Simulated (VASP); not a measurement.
# MgS (F-43m) in VASP: a series of runs, part 2 of 2

VASP 6.6.1. Earlier steps stand in the parts before.

## Step 3: Single point, PBE

This run uses another cell than the first one, of 22.74 Å³/atom, 1.064 times its volume.

Contents of INCAR:

```
SYSTEM = MgS
  PREC = Accurate
  ENCUT = 520
  EDIFF = 1E-7
  ISMEAR = -1
  SIGMA = 0.05
  LREAL = .False.
  LASPH = .True.
  NELM = 80
  ALGO = Normal
  ISIF = 2
  LWAVE = .False.
  LCHARG = .False.
  GGA = PE
  NBANDS = 11
```

Contents of KPOINTS:

```
Automatic mesh
0
Gamma
  8 8 8
  0 0 0
```

Contents of POSCAR:

```
MgS
1.0
    0.0000000000      2.8331200468      2.8331200468
    2.8331200468      0.0000000000      2.8331200468
    2.8331200468      2.8331200468      0.0000000000
S Mg
1 1
Direct
    0.2500000000      0.2500000000      0.2500000000
    0.0000000000      0.0000000000      0.0000000000
```

Potentials or basis: VASP PAW PBE potentials, release 64 (S, Mg).

Run with:

```bash
> cat potpaw_PBE.64/S/POTCAR potpaw_PBE.64/Mg/POTCAR > POTCAR
> mpirun -np 1 vasp_std > vasp.out
```

OUTCAR:

```text
SYSTEM = MgS
   PREC = Accurate
   ENCUT = 520
   EDIFF = 1E-7
   ISMEAR = -1
   LREAL = .False.
   LASPH = .True.
   NELM = 80
   ISIF = 2
   GGA = PE

 ion  position               nearest neighbor table
   1  0.250  0.250  0.250-   2 2.45   2 2.45   2 2.45   2 2.45
   2  0.000  0.000  0.000-   1 2.45   1 2.45   1 2.45   1 2.45

  LATTYP: Found a face centered cubic cell.
 ALAT       =     5.6662400936

  Lattice vectors:

 A1 = (   0.0000000000,   2.8331200468,   2.8331200468)
 A2 = (   2.8331200468,   0.0000000000,   2.8331200468)
 A3 = (   2.8331200468,   2.8331200468,   0.0000000000)

Analysis of symmetry for initial positions (statically):
=====================================================================
 Subroutine PRICEL returns:
 Original cell was already a primitive cell.

 Routine SETGRP: Setting up the symmetry group for a
 face centered cubic supercell.

 Subroutine GETGRP returns: Found 24 space group operations
 (whereof 24 operations were pure point group operations)
 out of a pool of 48 trial point group operations.

The static configuration has the point symmetry T_d .

Analysis of symmetry for dynamics (positions and initial velocities):
=====================================================================
 Subroutine PRICEL returns:
 Original cell was already a primitive cell.

 Routine SETGRP: Setting up the symmetry group for a
 face centered cubic supercell.

 Subroutine GETGRP returns: Found 24 space group operations
 (whereof 24 operations were pure point group operations)
 out of a pool of 48 trial point group operations.

The dynamic configuration has the point symmetry T_d .

 Subroutine INISYM returns: Found 24 space group operations
 (whereof 24 operations are pure point group operations),
 and found     1 'primitive' translations

----------------------------------------------------------------------------------------

                                     Primitive cell

  volume of cell :      45.4805

  direct lattice vectors                    reciprocal lattice vectors
     0.000000000  2.833120047  2.833120047    -0.176483874  0.176483874  0.176483874
     2.833120047  0.000000000  2.833120047     0.176483874 -0.176483874  0.176483874
     2.833120047  2.833120047  0.000000000     0.176483874  0.176483874 -0.176483874

  length of vectors
     4.006636794  4.006636794  4.006636794     0.305679036  0.305679036  0.305679036

  position of ions in fractional coordinates (direct lattice)
     0.250000000  0.250000000  0.250000000
     0.000000000  0.000000000  0.000000000

  ion indices of the primitive-cell ions
   primitive index   ion index
                 1           1
                 2           2

----------------------------------------------------------------------------------------

 KPOINTS: Automatic mesh

Automatic generation of k-mesh.
 Grid dimensions read from file:
 generate k-points for:    8    8    8

 Generating k-lattice:

  Cartesian coordinates                     Fractional coordinates (reciprocal lattice)
    -0.022060484  0.022060484  0.022060484     0.125000000  0.000000000  0.000000000
     0.022060484 -0.022060484  0.022060484     0.000000000  0.125000000  0.000000000
     0.022060484  0.022060484 -0.022060484     0.000000000  0.000000000  0.125000000

  Length of vectors
     0.038209879  0.038209879  0.038209879

  Shift w.r.t. Gamma in fractional coordinates (k-lattice)
     0.000000000  0.000000000  0.000000000

 Subroutine IBZKPT returns following result:
 ===========================================

 Found     29 irreducible k-points:

 Following reciprocal coordinates:
            Coordinates               Weight
  0.000000  0.000000  0.000000      1.000000
  0.125000  0.000000  0.000000      8.000000
  0.250000  0.000000  0.000000      8.000000
  0.375000  0.000000  0.000000      8.000000
  0.500000  0.000000  0.000000      4.000000
  0.125000  0.125000  0.000000      6.000000
[... 16 lines left out ...]
  0.500000  0.250000  0.125000     48.000000
 -0.375000  0.250000  0.125000     24.000000
 [... further k-points ...]
   k-points           NKPTS =     29   k-points in BZ     NKDIM =     29   number of bands    NBANDS=     11
   number of dos      NEDOS =    301   number of ions     NIONS =      2
   total plane-waves  NPLWV =  27000
   dimension x,y,z NGX =    30 NGY =   30 NGZ =   30
   dimension x,y,z NGXF=    60 NGYF=   60 NGZF=   60
   ions per type =               1   1
   NGX,Y,Z   is equivalent  to a cutoff of  12.45, 12.45, 12.45 a.u.
   NGXF,Y,Z  is equivalent  to a cutoff of  24.90, 24.90, 24.90 a.u.
 SYSTEM =  MgS
   PREC   = accura    normal or accurate (medium, high low for compatibility)
   ISTART =      0    job   : 0-new  1-cont  2-samecut
   ICHARG =      2    charge: 1-file 2-atom 10-const
   ISPIN  =      1    spin polarized calculation?
   LNONCOLLINEAR =      F non collinear calculations
   LSORBIT =      F    spin-orbit coupling
   LASPH  =      T    aspherical Exc in radial PAW
   ENCUT  =  520.0 eV  38.22 Ry    6.18 a.u.   7.45  7.45  7.45*2*pi/ulx,y,z
   NELM   =     80;   NELMIN=  2; NELMDL= -5     # of ELM steps
   EDIFF  = 0.1E-06   stopping-criterion for ELM
   LREAL  =      F    real-space projection
   EDIFFG = 0.1E-05   stopping-criterion for IOM
   NSW    =      0    number of steps for IOM
   IBRION =     -1    ionic relax: 0-MD 1-quasi-New 2-CG
   NFREE  =      0    steps in history (QN), initial steepest desc. (CG)
   ISIF   =      2    stress and relaxation
   ISYM   =      2    0-nonsym 1-usesym 2-fastsym
   POTIM  = 0.5000    time-step for ionic-motion
   TEBEG  =    0.0;   TEEND  =   0.0 temperature during run
   PSTRESS=    0.0 pullay stress
   NELECT =       8.0000    total number of electrons
   NUPDOWN=      -1.0000    fix difference up-down
   EMIN   =  10.00;   EMAX   =-10.00  energy-range for DOS
   EFERMI =   0.00;   METHOD = LEGACY
   ISMEAR =    -1;   SIGMA  =   0.05  broadening in eV -4-tet -1-fermi 0-gaus
   EFERMI_NEDOS =   21; number of points for ismear=-14 and -15
   IALGO  =     38    algorithm
   IMIX   =      4    mixing-type and parameters
     AMIX     =   0.40;   BMIX     =  1.00
     AMIX_MAG =   1.60;   BMIX_MAG =  1.00
  volume/ion in A,a.u.               =      22.74       153.46
  Fermi-wavevector in a.u.,A,eV,Ry     =   0.917269  1.733386 11.447692  0.841382
  Thomas-Fermi vector in A             =   2.042218
   LORBIT       =      0    0 simple, 1 ext, 2 COOP (PROOUT), +10 PAW based schemes
   GGA     = PE    functional components
   LHFCALC =     F    Hartree Fock is set to
   AEXX    =    0.0000 exact exchange contribution
   IVDW    =     0    specifies the selected vdW correction
   LEPSILON=     F    determine dielectric tensor
   LRPA    =     F    only Hartree local field effects (RPA)
 non-spin polarized calculation
  energy-cutoff  :      520.00
  volume of cell :       45.48
 maximum number of plane-waves:      1243
 NGX is ok and might be reduce to    30
   NGX = 15   NGY = 15   NGZ = 15

 number of electron       8.0000001 magnetization

 Free energy of the ion-electron system (eV)
  ---------------------------------------------------
  ext. energy  EPLUGINS =         0.00000000
  ---------------------------------------------------
  free energy    TOTEN  =        -8.47125073 eV

  energy without entropy =       -8.47125073  energy(sigma->0) =       -8.47125073

 E-fermi :   2.0706     XC(G=0):  -8.3810

 val. band max:        1.0483369898   @ k =   0.0000   0.0000   0.0000
 cond. band min:       4.4947732095   @ k =   0.0000   0.0000   0.0000
 fundamental gap:      3.4464362197
 Fermi energy:         2.0705855941

 k-point     1 :       0.0000    0.0000    0.0000
  band No.  band energies     occupation
      1     -10.2111      2.00000
      2       1.0483      2.00000
      3       1.0483      2.00000
      4       1.0483      2.00000
      5       4.4948      0.00000
      6       8.9923      0.00000
      7       8.9923      0.00000
      8       8.9923      0.00000
      9      11.8746      0.00000
     10      11.8746      0.00000
     11      14.7528      0.00000
[... 309 lines left out ...]
 k-point    24 :      -0.3750    0.2500    0.1250
  band No.  band energies     occupation
      1      -9.4243      2.00000
      2      -1.7179      2.00000
      3      -0.2417      2.00000
      4       0.4049      2.00000
      5       7.1064      0.00000
      6       7.5353      0.00000
      7       9.7725      0.00000
      8       9.9089      0.00000
      9      12.4336      0.00000
     10      13.8762      0.00000
     11      15.2090      0.00000

 [... further k-points ...]
[... 5 lines left out ...]
  --------------------------------------------------------------------------------------
  -------------------------------------------------------------------------------------
  Total        0.2248123      0.2248123      0.2248123      0.0000000     -0.0000000      0.0000000
  in kB        7.9196444      7.9196444      7.9196444      0.0000000     -0.0000000      0.0000000
  external PRESSURE =       7.9196444 kB  Pullay stress =       0.0000000 kB

 VOLUME and BASIS-vectors are now :
 -----------------------------------------------------------------------------
  energy-cutoff  :      520.00
  volume of cell :       45.48
      direct lattice vectors                 reciprocal lattice vectors
     0.000000000  2.833120047  2.833120047    -0.176483874  0.176483874  0.176483874
     2.833120047  0.000000000  2.833120047     0.176483874 -0.176483874  0.176483874
     2.833120047  2.833120047  0.000000000     0.176483874  0.176483874 -0.176483874

 POSITION                                       TOTAL-FORCE (eV/Angst)
 -----------------------------------------------------------------------------------
      1.41656      1.41656      1.41656         0.000000      0.000000      0.000000
      0.00000      0.00000      0.00000        -0.000000     -0.000000     -0.000000
 -----------------------------------------------------------------------------------
    total drift:                                0.000000      0.000000      0.000000

  FREE ENERGIE OF THE ION-ELECTRON SYSTEM (eV)
  ---------------------------------------------------
  free  energy   TOTEN  =        -8.4712507272 eV

  energy  without entropy=       -8.4712507271  energy(sigma->0) =       -8.47125073
```

stdout:

```text
POSCAR found type information on POSCAR S Mg
 POSCAR found :  2 types and       2 ions
 scaLAPACK will be used
 LDA part: xc-table for (Slater+PW92), standard interpolation
 POSCAR, INCAR and KPOINTS ok, starting setup
 FFT: planning ... GRIDC
 FFT: planning ... GRID_SOFT
 FFT: planning ... GRID
 WAVECAR not read
 entering main loop
```

Run time: 14 s. Hardware: 1 thread of AMD EPYC 7R13 (Zen 3), shared host; peak memory 0.14 GiB.

What came out:

| Property | Result |
| --- | --- |
| Free energy | -8.4713 eV |
| Pressure | 0.8 GPa |
| Band gap on the k mesh | 3.45 eV, direct |

Levels at points of the mesh, in eV from the valence-band top:
```
           k point  band 1  band 2  band 3  band 4  band 5  band 6  band 7  band 8
(0.00, 0.00, 0.00)  -11.26    0.00    0.00    0.00    3.45    7.94    7.94    7.94
(0.50, 0.00, 0.00)  -10.58   -3.12   -0.33   -0.33    5.11    7.64    7.64    8.60
(0.50, 0.50, 0.00)  -10.36   -2.80   -1.03   -1.03    3.89    5.65   11.14   12.28
```

A k mesh can miss the band edges.
